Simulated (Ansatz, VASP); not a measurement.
Two plane-wave programs on Ge

INCAR

```
SYSTEM = Ge
PREC = Accurate
ENCUT = 520
EDIFF = 1E-6
ISMEAR = 0
SIGMA = 0.02
LREAL = .FALSE.
LASPH = .TRUE.
NELM = 80
ALGO = Normal
ISIF = 2
LWAVE = .FALSE.
LCHARG = .TRUE.
GGA = PE
LELF = .TRUE.
LVHAR = .TRUE.
NBANDS = 13
```

File KPOINTS:

```
regular mesh
0
G
  11 11 10
  0 0 0
```

Contents of POSCAR:

```
Ge
1.0
    1.3971490000     -2.6005160000      0.0000000000
    1.3971490000      2.6005160000      0.0000000000
    0.0000000000      0.0000000000      2.6982310000
Ge
1
Direct
    0.5000000000      0.5000000000      0.0000000000
```

Contents of input.yaml:

```yaml
crystal:
  lattice:
    - [1.397149, -2.600516, 0.0]
    - [1.397149, 2.600516, 0.0]
    - [0.0, 0.0, 2.698231]
  atoms:
    - { symbol: Ge, position: [0.5, 0.5, 0.0] }
hamiltonian:
  xc: pbe
  pseudopotentials: { kind: paw }
kpoints:
  mp_grid: { grid: [11, 11, 10] }
scf:
  occupations: { method: gaussian, width: 0.02 }
output:
  forces: true
  stress: true
  eigenvalues: true
```

Alike in both runs: task single point; functional PBE; k mesh 11 × 11 × 10; occupations gaussian, width 0.02 eV; no spin polarisation.

|  | VASP | Ansatz |
| --- | --- | --- |
| version | VASP 6.6.1 | Ansatz 0.2.0 |
| potentials or method | VASP PAW PBE potentials, release 64 (Ge_d) | Ansatz PAW |
| plane-wave cutoff (eV) | 520 | 420 |
| valence electrons in the cell | 14 | 14 |

|  | VASP | Ansatz | Ansatz less VASP |
| --- | --- | --- | --- |
| gap on the k mesh at the Fermi level (eV) | none | none | - |
| pressure (GPa) | -0.8 | -0.6 | +0.19 |
| traceless stress, the component that is largest in VASP (GPa) | -2.17 | -2.18 | -0.010 |

A gap of «none» marks a metal or a gap that the smearing closes.
